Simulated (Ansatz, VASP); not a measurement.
SrV: VASP beside Ansatz

INCAR

```
SYSTEM = SrV
PREC = Accurate
ENCUT = 520
EDIFF = 1E-6
ISMEAR = -1
SIGMA = 0.05
LREAL = .False.
LASPH = .True.
NELM = 150
ALGO = Normal
ISIF = 2
LWAVE = .False.
LCHARG = .False.
ISPIN = 2
MAGMOM = 0 2
LORBIT = 11
LMAXMIX = 4
GGA = PE
NBANDS = 22
```

Contents of KPOINTS:

```
Automatic mesh
0
Gamma
  8 8 8
  0 0 0
```

Contents of POSCAR:

```
SrV
1.0
    0.0000000000      2.8325558843      2.8325558843
    2.8325558843      0.0000000000      2.8325558843
    2.8325558843      2.8325558843      0.0000000000
Sr V
1 1
Direct
    0.0000000000      0.0000000000      0.0000000000
    0.5000000000      0.5000000000      0.5000000000
```

input.yaml

```yaml
crystal:
  lattice:
    - [0.0, 2.8325558843, 2.8325558843]
    - [2.8325558843, 0.0, 2.8325558843]
    - [2.8325558843, 2.8325558843, 0.0]
  atoms:
    - { symbol: Sr, position: [0.0, 0.0, 0.0] }
    - { symbol: V, position: [0.5, 0.5, 0.5], spin: 2.0 }
kpoints:
  mp_grid: { grid: [8, 8, 8] }
scf:
  occupations: { method: fermi_dirac, width: 0.05 }
hamiltonian:
  xc: pbe
  pseudopotentials: { kind: all_electron, lapw: { basis_error: 0.0005 } }
magnetization:
  spin_polarized: true
output:
  forces: true
  stress: true
  eigenvalues: true
```

Change from the starting cell: volume scaled by 1.04.

Alike in both runs: task single point; functional PBE; k mesh 8 × 8 × 8; occupations fermi-dirac, width 0.05 eV; collinear spin.

|  | VASP | Ansatz |
| --- | --- | --- |
| version | VASP 6.6.1 | Ansatz 0.2.0 |
| potentials or method | VASP PAW PBE potentials, release 64 (Sr_sv, V_sv), cutoff 520 eV | all-electron LAPW, scalar-relativistic |

Ansatz gave:

```
gap on the k mesh at the Fermi level (eV)                     : none
pressure (GPa)                                                : 16.7
net moment per atom (μB)                                      : 1.52
size of the moment on the site where the two differ most (μB) : 2.72
```

What did VASP give for the same quantities?

gap on the k mesh at the Fermi level (eV): none; pressure (GPa): 17.0; net moment per atom (μB): 1.52; size of the moment on the site where the two differ most (μB): 2.54.

Site moments also hang on the region over which each program counts them. A gap of «none» marks a metal or a gap that the smearing closes. Ansatz ran all-electron here, and VASP with PAW potentials.
